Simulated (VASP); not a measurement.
Here is a VASP 6.6.1 calculation.

The input INCAR:

```
SYSTEM = Os
  ALGO = Normal
  EDIFF = 1E-8
  ENCUT = 520
  GGA = PS
  ISIF = 2
  ISMEAR = -1
  LASPH = .True.
  LCHARG = .False.
  LEFG = .True.
  LREAL = .False.
  LWAVE = .False.
  NBANDS = 10
  NELM = 60
  PREC = Accurate
  SIGMA = 0.03
```

Contents of KPOINTS:

```
k-points
0
Gamma
  14 14 14
  0 0 0
```

POSCAR

```
Os
1.0
    0.0000000000      1.9705950404      1.9705950404
    1.9705950404      0.0000000000      1.9705950404
    1.9705950404      1.9705950404      0.0000000000
Os
1
Direct
    0.0000000000      0.0000000000      0.0000000000
```

Potentials or basis: VASP PAW PBE potentials, release 64 (Os).

Run with:

```bash
$ cat potpaw_PBE.64/Os/POTCAR > POTCAR
$ mpirun -np 1 vasp_std > vasp.out
```

What does it give for the pressure?

-31.8 GPa.

Estimate the band gap on the k mesh.

zero (bands 4 and 5 overlap by 3.34 eV).

Caveat: the cell stands under tension; the PAW data sets were made with another functional, which shifts forces and pressure a little; spin-orbit coupling is left out, which moves the levels of the heavy elements.
